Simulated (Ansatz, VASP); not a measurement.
One calculation of PbSe, two programs

```
CELL_PARAMETERS angstrom
4.27948 0.00000 0.00000
-2.13974 3.70614 0.00000
0.00000 0.00000 6.05652
ATOMIC_POSITIONS crystal
Pb 0.00000 0.00000 0.50000
Pb 0.33333 0.66667 0.00000
Se 0.66667 0.33333 0.32254
Se 0.66667 0.33333 0.67746
```

Alike in both runs: task single point; functional PBE; k mesh 6 × 6 × 4; occupations gaussian, width 0.1 eV; no spin polarisation.

|  | VASP | Ansatz |
| --- | --- | --- |
| version | VASP 6.6.1 | Ansatz 0.2.0 |
| potentials or method | VASP PAW PBE potentials, release 64 (Pb_d, Se), cutoff 520 eV | scalar-relativistic, plane waves, PAW |
| valence electrons in the cell | 40 | 60 |

Ansatz gave:

```
gap on the k mesh at the Fermi level (eV) : none
rms of the force components (eV/Å)        : 3.317
```

Problem. Which values does VASP return?

Solution. gap on the k mesh at the Fermi level (eV): none; rms of the force components (eV/Å): 3.366.

Atom by atom the forces differ by 0.049 eV/Å (rms over components). A gap of «none» marks a metal or a gap that the smearing closes. VASP's potentials hold 40 valence electrons a cell and Ansatz's 60, so a difference there can come from the potentials and not from the codes.

Spin-orbit coupling is off throughout.
